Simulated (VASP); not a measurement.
Runs of VASP 6.6.1 on Ca3Zr2N. The structure is that of space group P4/mmm (No. 123), or close to it. The cells are those of the table. The cell was generated, and may not be a known phase.

| task | cell | k mesh | cutoff (eV) | gap on the mesh (eV) | pressure (GPa) |
| --- | --- | --- | --- | --- | --- |
| relaxation of cell and atoms | relaxed from a = 5.338, b = 5.338, c = 5.026 Å, 6 atoms | 4 × 4 × 4 | 600 | none | -0.1 |
| single point | a = 6.369, b = 6.369, c = 4.609 Å, 6 atoms | 4 × 4 × 4 | 520 | none | 0.4 |
| single point | a = 5.338, b = 5.338, c = 5.026 Å, 6 atoms | 4 × 4 × 4 | 520 | none | (a) |
| single point | a = 6.388, b = 6.388, c = 4.611 Å, 6 atoms | 6 × 6 × 8 | 520 | none | 0.2 |

Alike in all rows: level PBE; potentials or basis VASP PAW PBE potentials, release 64 (Ca_sv, Zr_sv, N); no spin polarisation; smearing gaussian 0.1 eV.

Task: Estimate the missing entries.

Result: (a) 9.2.

Caveats: the stress differs along the axes, from -5 to 16 GPa (at least some runs).

A k mesh can miss the band edges, and the runs leave out spin-orbit coupling on Zr.

A gap of «none» marks levels without a gap at the run's occupations.
